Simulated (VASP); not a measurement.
# WSe2 in VASP: a series of runs

Runs on WSe2. Level: PBE+D3(BJ). Tasks: single point.

Everything below comes from runs of VASP 6.6.1. Logs are shortened: lines on timing, memory, paths and dates and some standing lists are left out, and cuts for length are marked.

### Step 1. The cell of the first run

The cell holds a slab with vacuum, 3 atoms: a = 3.318 Å, b = 3.318 Å, c = 16.658 Å, α = 90.00°, β = 90.00°, γ = 120.00°.

### Step 2. Single point, PBE+D3(BJ)

INCAR reads:

```
SYSTEM = WSe2
ALGO = Normal ; EDIFF = 1E-6
ENCUT = 500 ; GGA = PE
GGA_COMPAT = .False. ; ISIF = 2
ISMEAR = 0 ; IVDW = 12
LASPH = .True. ; LCHARG = .False.
LREAL = .False. ; LWAVE = .False.
NBANDS = 20 ; NELM = 120
PREC = Accurate ; SIGMA = 0.1
```

KPOINTS reads:

```
k-points
0
Gamma
  6 6 1
  0 0 0
```

POSCAR reads:

```
WSe2
1.0
    3.3179375931      0.0000000000      0.0000000000
   -1.6589687966      2.8734182438      0.0000000000
    0.0000000000      0.0000000000     16.6581424200
W Se
1 2
Direct
    0.0000000000      0.0000000000      0.0000000000
    0.3333333300      0.6666666700      0.0997865200
    0.3333333300      0.6666666700      0.9002134800
```

Potentials or basis: VASP PAW PBE potentials, release 64 (W_sv, Se).

Run with:

```sh
$ cat potpaw_PBE.64/W_sv/POTCAR potpaw_PBE.64/Se/POTCAR > POTCAR
$ mpirun -np 1 vasp_std > vasp.out
```

OUTCAR:

```text
SYSTEM = WSe2
   EDIFF = 1E-6
   ENCUT = 500
   GGA = PE
   ISIF = 2
   ISMEAR = 0
   IVDW = 12
   LASPH = .True.
   LREAL = .False.
   NELM = 120
   PREC = Accurate
 IVDW          = 12

 ion  position               nearest neighbor table
   1  0.000  0.000  0.000-   2 2.54   3 2.54   2 2.54   3 2.54   2 2.54   3 2.54
   2  0.333  0.667  0.100-   1 2.54   1 2.54   1 2.54
   3  0.333  0.667  0.900-   1 2.54   1 2.54   1 2.54

  LATTYP: Found a hexagonal cell.
 ALAT       =     3.3179375931
 C/A-ratio  =     5.0206316281

  Lattice vectors:

 A1 = (   3.3179375931,   0.0000000000,   0.0000000000)
 A2 = (  -1.6589687966,   2.8734182438,   0.0000000000)
 A3 = (   0.0000000000,   0.0000000000,  16.6581424200)

Analysis of symmetry for initial positions (statically):
=====================================================================
 Subroutine PRICEL returns:
 Original cell was already a primitive cell.

 Routine SETGRP: Setting up the symmetry group for a
 hexagonal supercell.

 Subroutine GETGRP returns: Found 12 space group operations
 (whereof 12 operations were pure point group operations)
 out of a pool of 24 trial point group operations.

The static configuration has the point symmetry D_3h.

Analysis of symmetry for dynamics (positions and initial velocities):
=====================================================================
 Subroutine PRICEL returns:
 Original cell was already a primitive cell.

 Routine SETGRP: Setting up the symmetry group for a
 hexagonal supercell.

 Subroutine GETGRP returns: Found 12 space group operations
 (whereof 12 operations were pure point group operations)
 out of a pool of 24 trial point group operations.

The dynamic configuration has the point symmetry D_3h.

 Subroutine INISYM returns: Found 12 space group operations
 (whereof 12 operations are pure point group operations),
 and found     1 'primitive' translations

----------------------------------------------------------------------------------------

                                     Primitive cell

  volume of cell :     158.8158

  direct lattice vectors                    reciprocal lattice vectors
     3.317937593  0.000000000  0.000000000     0.301392046  0.174008779  0.000000000
    -1.658968797  2.873418244  0.000000000     0.000000000  0.348017558  0.000000000
     0.000000000  0.000000000 16.658142420     0.000000000  0.000000000  0.060030703

  length of vectors
     3.317937593  3.317937593 16.658142420     0.348017558  0.348017558  0.060030703

  position of ions in fractional coordinates (direct lattice)
     0.000000000  0.000000000  0.000000000
     0.333333330  0.666666670  0.099786520
     0.333333330  0.666666670  0.900213480

  ion indices of the primitive-cell ions
   primitive index   ion index
                 1           1
                 2           2
                 3           3

----------------------------------------------------------------------------------------

 KPOINTS: k-points

Automatic generation of k-mesh.
 Grid dimensions read from file:
 generate k-points for:    6    6    1

 Generating k-lattice:

  Cartesian coordinates                     Fractional coordinates (reciprocal lattice)
     0.050232008  0.029001463  0.000000000     0.166666667  0.000000000  0.000000000
     0.000000000  0.058002926  0.000000000     0.000000000  0.166666667  0.000000000
     0.000000000  0.000000000  0.060030703     0.000000000  0.000000000  1.000000000

  Length of vectors
     0.058002926  0.058002926  0.060030703

  Shift w.r.t. Gamma in fractional coordinates (k-lattice)
     0.000000000  0.000000000  0.000000000

 Subroutine IBZKPT returns following result:
 ===========================================

 Found      7 irreducible k-points:

 Following reciprocal coordinates:
            Coordinates               Weight
  0.000000  0.000000  0.000000      1.000000
  0.166667  0.000000  0.000000      6.000000
  0.333333  0.000000  0.000000      6.000000
  0.500000  0.000000  0.000000      3.000000
  0.166667  0.166667  0.000000      6.000000
  0.333333  0.166667  0.000000     12.000000
  0.333333  0.333333  0.000000      2.000000
   k-points           NKPTS =      7   k-points in BZ     NKDIM =      7   number of bands    NBANDS=     20
   number of dos      NEDOS =    301   number of ions     NIONS =      3
   total plane-waves  NPLWV =  72576
   dimension x,y,z NGX =    24 NGY =   24 NGZ =  126
   dimension x,y,z NGXF=    48 NGYF=   48 NGZF=  252
   ions per type =               1   2
   NGX,Y,Z   is equivalent  to a cutoff of  12.03, 12.03, 12.57 a.u.
   NGXF,Y,Z  is equivalent  to a cutoff of  24.05, 24.05, 25.15 a.u.
 SYSTEM =  WSe2
   PREC   = accura    normal or accurate (medium, high low for compatibility)
   ISTART =      0    job   : 0-new  1-cont  2-samecut
   ICHARG =      2    charge: 1-file 2-atom 10-const
   ISPIN  =      1    spin polarized calculation?
   LNONCOLLINEAR =      F non collinear calculations
   LSORBIT =      F    spin-orbit coupling
   LASPH  =      T    aspherical Exc in radial PAW
   ENCUT  =  500.0 eV  36.75 Ry    6.06 a.u.   6.05  6.05 30.37*2*pi/ulx,y,z
   NELM   =    120;   NELMIN=  2; NELMDL= -5     # of ELM steps
   EDIFF  = 0.1E-05   stopping-criterion for ELM
   LREAL  =      F    real-space projection
   EDIFFG = 0.1E-04   stopping-criterion for IOM
   NSW    =      0    number of steps for IOM
   IBRION =     -1    ionic relax: 0-MD 1-quasi-New 2-CG
   NFREE  =      0    steps in history (QN), initial steepest desc. (CG)
   ISIF   =      2    stress and relaxation
   ISYM   =      2    0-nonsym 1-usesym 2-fastsym
   POTIM  = 0.5000    time-step for ionic-motion
   TEBEG  =    0.0;   TEEND  =   0.0 temperature during run
   PSTRESS=    0.0 pullay stress
   NELECT =      26.0000    total number of electrons
   NUPDOWN=      -1.0000    fix difference up-down
   EMIN   =  10.00;   EMAX   =-10.00  energy-range for DOS
   EFERMI =   0.00;   METHOD = LEGACY
   ISMEAR =     0;   SIGMA  =   0.10  broadening in eV -4-tet -1-fermi 0-gaus
   EFERMI_NEDOS =   21; number of points for ismear=-14 and -15
   IALGO  =     38    algorithm
   IMIX   =      4    mixing-type and parameters
     AMIX     =   0.40;   BMIX     =  1.00
     AMIX_MAG =   1.60;   BMIX_MAG =  1.00
  volume/ion in A,a.u.               =      52.94       357.25
  Fermi-wavevector in a.u.,A,eV,Ry     =   0.895574  1.692389 10.912587  0.802053
  Thomas-Fermi vector in A             =   2.017923
   LORBIT       =      0    0 simple, 1 ext, 2 COOP (PROOUT), +10 PAW based schemes
   GGA     = PE    functional components
   LHFCALC =     F    Hartree Fock is set to
   AEXX    =    0.0000 exact exchange contribution
   IVDW    =    12    specifies the selected vdW correction
   LEPSILON=     F    determine dielectric tensor
   LRPA    =     F    only Hartree local field effects (RPA)
 non-spin polarized calculation
 Gauss-broadening in eV      SIGMA  =   0.10
  energy-cutoff  :      500.00
  volume of cell :      158.82
 maximum number of plane-waves:      4086
   NGX = 13   NGY = 13   NGZ = 61

 number of electron      25.9999992 magnetization

 Free energy of the ion-electron system (eV)
  ---------------------------------------------------
  ext. energy  EPLUGINS =         0.00000000
  ---------------------------------------------------
  free energy    TOTEN  =       -21.61393894 eV

  energy without entropy =      -21.61393894  energy(sigma->0) =      -21.61393894

 E-fermi :  -0.4365     XC(G=0):  -4.7740

 val. band max:       -0.8789523321   @ k =   0.3333   0.3333   0.0000
 cond. band min:       0.6413473487   @ k =   0.3333   0.3333   0.0000
 fundamental gap:      1.5202996808
 Fermi energy:        -0.4365021569

 k-point     1 :       0.0000    0.0000    0.0000
  band No.  band energies     occupation
      1     -74.9290      2.00000
      2     -39.1584      2.00000
      3     -39.0554      2.00000
      4     -39.0554      2.00000
      5     -15.6215      2.00000
      6     -14.3312      2.00000
[... 12 lines left out ...]
     19       4.0379      0.00000
     20       4.2862      0.00000

 k-point     2 :       0.1667    0.0000    0.0000
  band No.  band energies     occupation
      1     -74.9267      2.00000
      2     -39.1481      2.00000
      3     -39.1091      2.00000
      4     -39.0681      2.00000
      5     -15.2291      2.00000
      6     -14.1404      2.00000
[... 12 lines left out ...]
     19       4.5607      0.00000
     20       5.3366      0.00000

 k-point     3 :       0.3333    0.0000    0.0000
  band No.  band energies     occupation
      1     -74.9222      2.00000
      2     -39.2148      2.00000
      3     -39.1276      2.00000
      4     -39.0932      2.00000
      5     -14.2939      2.00000
      6     -13.6970      2.00000
[... 12 lines left out ...]
     19       5.6104      0.00000
     20       5.7902      0.00000

 k-point     4 :       0.5000    0.0000    0.0000
  band No.  band energies     occupation
      1     -74.9199      2.00000
      2     -39.2669      2.00000
      3     -39.1172      2.00000
      4     -39.1057      2.00000
      5     -13.6957      2.00000
      6     -13.4314      2.00000
[... 12 lines left out ...]
     19       6.2196      0.00000
     20       6.2367      0.00000

 k-point     5 :       0.1667    0.1667    0.0000
  band No.  band energies     occupation
      1     -74.9233      2.00000
      2     -39.1787      2.00000
      3     -39.1327      2.00000
      4     -39.0970      2.00000
      5     -14.5566      2.00000
      6     -13.8162      2.00000
[... 12 lines left out ...]
     19       5.5017      0.00000
     20       6.3634      0.00000

 k-point     6 :       0.3333    0.1667    0.0000
  band No.  band energies     occupation
      1     -74.9200      2.00000
      2     -39.2405      2.00000
      3     -39.1328      2.00000
      4     -39.1172      2.00000
      5     -13.7228      2.00000
      6     -13.4259      2.00000
[... 12 lines left out ...]
     19       6.5965      0.00000
     20       6.8948      0.00000

 k-point     7 :       0.3333    0.3333    0.0000
  band No.  band energies     occupation
      1     -74.9188      2.00000
      2     -39.2146      2.00000
      3     -39.1916      2.00000
      4     -39.1121      2.00000
      5     -13.4140      2.00000
      6     -13.2691      2.00000
[... 12 lines left out ...]
     19       5.5198      0.00000
     20       7.7868      0.00000

------------------------ aborting loop because EDIFF is reached ----------------------------------------

 Edisp (eV)   -0.99979

 E8    (eV) :    -0.4736

  FORCE on cell =-STRESS in cart. coord.  units (eV):
  Direction    XX          YY          ZZ          XY          YZ          ZX
  --------------------------------------------------------------------------------------
  -------------------------------------------------------------------------------------
  Total      -0.51626    -0.51626     0.74666     0.00000     0.00000     0.00000
  in kB      -5.20820    -5.20820     7.53255     0.00000     0.00000     0.00000
  external pressure =       -0.96 kB  Pullay stress =        0.00 kB

 VOLUME and BASIS-vectors are now :
 -----------------------------------------------------------------------------
  energy-cutoff  :      500.00
  volume of cell :      158.82
      direct lattice vectors                 reciprocal lattice vectors
     3.317937593  0.000000000  0.000000000     0.301392046  0.174008779  0.000000000
    -1.658968797  2.873418244  0.000000000     0.000000000  0.348017558  0.000000000
     0.000000000  0.000000000 16.658142420     0.000000000  0.000000000  0.060030703

 POSITION                                       TOTAL-FORCE (eV/Angst)
 -----------------------------------------------------------------------------------
      0.00000      0.00000      0.00000         0.000000      0.000000      0.000000
     -0.00000      1.91561      1.66226        -0.000000     -0.000000      0.233840
     -0.00000      1.91561     14.99588         0.000000     -0.000000     -0.233840
 -----------------------------------------------------------------------------------
    total drift:                                0.000011     -0.000006     -0.000000

  FREE ENERGIE OF THE ION-ELECTRON SYSTEM (eV)
  ---------------------------------------------------
  free  energy   TOTEN  =       -22.6137300659 eV

  energy  without entropy=      -22.6137300659  energy(sigma->0) =      -22.61373007
```

Run time: 29 s. Hardware: 1 thread of Intel Xeon 6975P-C, shared host; peak memory 0.25 GiB.

What came out:

```
Free energy                : -22.6137 eV
Largest force              : 0.234 eV/Å
Band gap on the k mesh     : 1.52 eV, direct
Dispersion energy per atom : -0.333 eV
```

Forces on the atoms (eV/Å):
```
W    0.000  0.000  0.000
Se   0.000  0.000  0.234
Se   0.000  0.000 -0.234
```

Caveat: spin-orbit coupling is left out, which moves the levels of the heavy elements.

### Step 3. Single point, PBE+D3(BJ)

This run uses another cell than the first one, of 21.91 Å³/atom, 0.414 times its volume.

INCAR reads:

```
SYSTEM = WSe2
  ALGO = Normal
  EDIFF = 1E-6
  ENCUT = 500
  GGA = PE
  GGA_COMPAT = .False.
  ISIF = 2
  ISMEAR = 0
  IVDW = 12
  LASPH = .True.
  LCHARG = .False.
  LREAL = .False.
  LWAVE = .False.
  NBANDS = 20
  NELM = 120
  PREC = Accurate
  SIGMA = 0.02
```

KPOINTS reads:

```
k-points
0
Gamma
  9 9 2
  0 0 0
```

POSCAR reads:

```
WSe2
1.0
    3.2781492967      0.0000000000      0.0000000000
   -1.6390746484      2.8389605683      0.0000000000
    0.0000000000      0.0000000000      7.0624458810
W Se
1 2
Direct
    0.0000000000      0.0000000000      0.0000000000
    0.3333333333      0.6666666667      0.2387211532
    0.3333333333      0.6666666667      0.7612788468
```

Potentials or basis: VASP PAW PBE potentials, release 64 (W_sv, Se).

Run with:

```sh
$ cat potpaw_PBE.64/W_sv/POTCAR potpaw_PBE.64/Se/POTCAR > POTCAR
$ mpirun -np 1 vasp_std > vasp.out
```

OUTCAR:

```text
SYSTEM = WSe2
   EDIFF = 1E-6
   ENCUT = 500
   GGA = PE
   ISIF = 2
   ISMEAR = 0
   IVDW = 12
   LASPH = .True.
   LREAL = .False.
   NELM = 120
   PREC = Accurate
 IVDW          = 12

 ion  position               nearest neighbor table
   1  0.000  0.000  0.000-   2 2.53   3 2.53   2 2.53   3 2.53   2 2.53   3 2.53
   2  0.333  0.667  0.239-   1 2.53   1 2.53   1 2.53
   3  0.333  0.667  0.761-   1 2.53   1 2.53   1 2.53

  LATTYP: Found a hexagonal cell.
 ALAT       =     3.2781492967
 C/A-ratio  =     2.1544003161

  Lattice vectors:

 A1 = (   3.2781492967,   0.0000000000,   0.0000000000)
 A2 = (  -1.6390746484,   2.8389605683,   0.0000000000)
 A3 = (   0.0000000000,   0.0000000000,   7.0624458810)

Analysis of symmetry for initial positions (statically):
=====================================================================
 Subroutine PRICEL returns:
 Original cell was already a primitive cell.

 Routine SETGRP: Setting up the symmetry group for a
 hexagonal supercell.

[... 163 lines left out ...]
  ---------------------------------------------------
  free energy    TOTEN  =       -21.55538586 eV

  energy without entropy =      -21.55538586  energy(sigma->0) =      -21.55538586

 E-fermi :   5.4029     XC(G=0): -10.1703

 val. band max:        5.2107665778   @ k =   0.3333   0.3333   0.5000
 cond. band min:       6.5680666145   @ k =   0.2222   0.1111   0.0000
 fundamental gap:      1.3573000367
 Fermi energy:         5.4029395040

 k-point     1 :       0.0000    0.0000    0.0000
  band No.  band energies     occupation
      1     -68.8667      2.00000
      2     -33.1186      2.00000
      3     -32.9770      2.00000
      4     -32.9770      2.00000
      5      -9.7292      2.00000
      6      -8.3615      2.00000
[... 541 lines left out ...]
     19      12.3027      0.00000
     20      12.8990      0.00000

------------------------ aborting loop because EDIFF is reached ----------------------------------------

 Edisp (eV)   -1.28639

 E8    (eV) :    -0.5737

  FORCE on cell =-STRESS in cart. coord.  units (eV):
  Direction    XX          YY          ZZ          XY          YZ          ZX
  --------------------------------------------------------------------------------------
  -------------------------------------------------------------------------------------
  Total       0.10155     0.10155     0.14712    -0.00000     0.00000    -0.00000
  in kB       2.47549     2.47549     3.58627    -0.00000     0.00000    -0.00000
  external pressure =        2.85 kB  Pullay stress =        0.00 kB

 VOLUME and BASIS-vectors are now :
 -----------------------------------------------------------------------------
  energy-cutoff  :      500.00
  volume of cell :       65.73
      direct lattice vectors                 reciprocal lattice vectors
     3.278149297  0.000000000  0.000000000     0.305050170  0.176120798  0.000000000
    -1.639074648  2.838960568  0.000000000     0.000000000  0.352241595  0.000000000
     0.000000000  0.000000000  7.062445881     0.000000000  0.000000000  0.141594005

 POSITION                                       TOTAL-FORCE (eV/Angst)
 -----------------------------------------------------------------------------------
      0.00000      0.00000      0.00000        -0.000000     -0.000000      0.000000
     -0.00000      1.89264      1.68596        -0.000000      0.000000      0.051568
     -0.00000      1.89264      5.37649         0.000000      0.000000     -0.051568
 -----------------------------------------------------------------------------------
    total drift:                                0.000000     -0.000000     -0.000000

  FREE ENERGIE OF THE ION-ELECTRON SYSTEM (eV)
  ---------------------------------------------------
  free  energy   TOTEN  =       -22.8417792290 eV

  energy  without entropy=      -22.8417792290  energy(sigma->0) =      -22.84177923
```

OSZICAR:

```text
N       E                     dE             d eps       ncg     rms          rms(c)
DAV:   1     0.191163061171E+03    0.19116E+03   -0.12557E+04   960   0.121E+03
DAV:   2    -0.129922914058E+02   -0.20416E+03   -0.19776E+03  1132   0.320E+02
DAV:   3    -0.224089402389E+02   -0.94166E+01   -0.93235E+01  1192   0.645E+01
DAV:   4    -0.225248075942E+02   -0.11587E+00   -0.11580E+00  1124   0.780E+00
DAV:   5    -0.225260961017E+02   -0.12885E-02   -0.12884E-02  1156   0.903E-01    0.210E+01
DAV:   6    -0.217652820999E+02    0.76081E+00   -0.47134E+00  1052   0.140E+01    0.725E+00
DAV:   7    -0.216185883591E+02    0.14669E+00   -0.15211E+00   992   0.631E+00    0.447E+00
DAV:   8    -0.215546530082E+02    0.63935E-01   -0.27090E-01  1072   0.338E+00    0.670E-01
DAV:   9    -0.215550789364E+02   -0.42593E-03   -0.13517E-02  1096   0.701E-01    0.385E-01
DAV:  10    -0.215552453813E+02   -0.16644E-03   -0.19661E-03  1052   0.335E-01    0.744E-02
DAV:  11    -0.215553251884E+02   -0.79807E-04   -0.20230E-04  1068   0.974E-02    0.582E-02
DAV:  12    -0.215553722889E+02   -0.47101E-04   -0.66723E-05  1040   0.504E-02    0.101E-02
DAV:  13    -0.215553851157E+02   -0.12827E-04   -0.16344E-05  1100   0.243E-02    0.487E-03
DAV:  14    -0.215553858586E+02   -0.74297E-06   -0.13556E-06   936   0.617E-03
   1 F= -.22841779E+02 E0= -.22841779E+02  d E =-.111497E-43
```

stdout:

```text
POSCAR found type information on POSCAR W Se
 POSCAR found :  2 types and       3 ions
 scaLAPACK will be used
 LDA part: xc-table for (Slater+PW92), standard interpolation
 POSCAR, INCAR and KPOINTS ok, starting setup
 FFT: planning ... GRIDC
 FFT: planning ... GRID_SOFT
 FFT: planning ... GRID
 WAVECAR not read
 entering main loop
```

Run time: 21 s. Hardware: 1 thread of Intel Xeon 6975P-C, shared host; peak memory 0.2 GiB.

What came out:

- Free energy: -22.8418 eV
- Pressure: 0.3 GPa
- Largest force: 0.052 eV/Å
- Band gap on the k mesh: 1.36 eV, indirect (least direct gap 1.65 eV)
- Dispersion energy per atom: -0.429 eV

Forces on the atoms (eV/Å):
```
W    0.000  0.000  0.000
Se   0.000  0.000  0.052
Se   0.000  0.000 -0.052
```

Stress tensor (GPa, compression positive):
```
0.25 0.00 0.00
0.00 0.25 0.00
0.00 0.00 0.36
```

Caveat: the k points lie up to 0.44 Å⁻¹ apart; spin-orbit coupling is left out, which moves the levels of the heavy elements.
